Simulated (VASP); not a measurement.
Input of a VASP 6.6.1 run:

Contents of INCAR:

```
ALGO     = Normal         # electronic algorithm
EDIFF    = 1E-7           # SCF threshold, eV
ENCUT    = 520            # plane-wave cutoff, eV
GGA      = PE             # functional
ISIF     = 2              # what is computed and relaxed
ISMEAR   = 0              # smearing method
LASPH    = True           # aspherical terms in the spheres
LCHARG   = False          # write CHGCAR
LREAL    = False          # projectors in reciprocal space
LWAVE    = False          # write WAVECAR
NBANDS   = 23             # bands
NELM     = 80             # most SCF steps
PREC     = Accurate       # precision mode
SIGMA    = 0.1            # smearing width, eV
```

KPOINTS

```
k-points
0
Gamma
  12 12 12
```

File POSCAR:

```
MnB5
1.0
    0.0000000000      2.6830261018      2.6830261018
    2.6830261018      0.0000000000      2.6830261018
    2.6830261018      2.6830261018      0.0000000000
Mn B
1 5
Direct
    0.0000000000      0.0000000000      0.0000000000
    0.7500000000      0.7500000000      0.7500000000
    0.3729239714      0.3729239714      0.8812280859
    0.3729239714      0.8812280859      0.3729239714
    0.8812280859      0.3729239714      0.3729239714
    0.3729239714      0.3729239714      0.3729239714
```

Potentials or basis: VASP PAW PBE potentials, release 64 (Mn_pv, B).

Run with:

```console
$ cat potpaw_PBE.64/Mn_pv/POTCAR potpaw_PBE.64/B/POTCAR > POTCAR
$ mpirun -np 1 vasp_std > vasp.out
```

Problem. Predict the pressure.

Solution. 0.0 GPa.

Problem. Estimate the band gap on the k mesh.

Solution. Zero (band 14 reaches 12.11 eV, above the bottom of band 15 at 11.89 eV).

Forces in eV/Å, atoms in the order of the input:
```
Mn   0.000  0.000  0.000
B    0.000  0.000  0.000
B   -0.004 -0.004  0.004
B   -0.004  0.004 -0.004
B    0.004 -0.004 -0.004
B    0.004  0.004  0.004
```

Spin polarisation is off, so any magnetic state and its effect on volume and gap are missing.
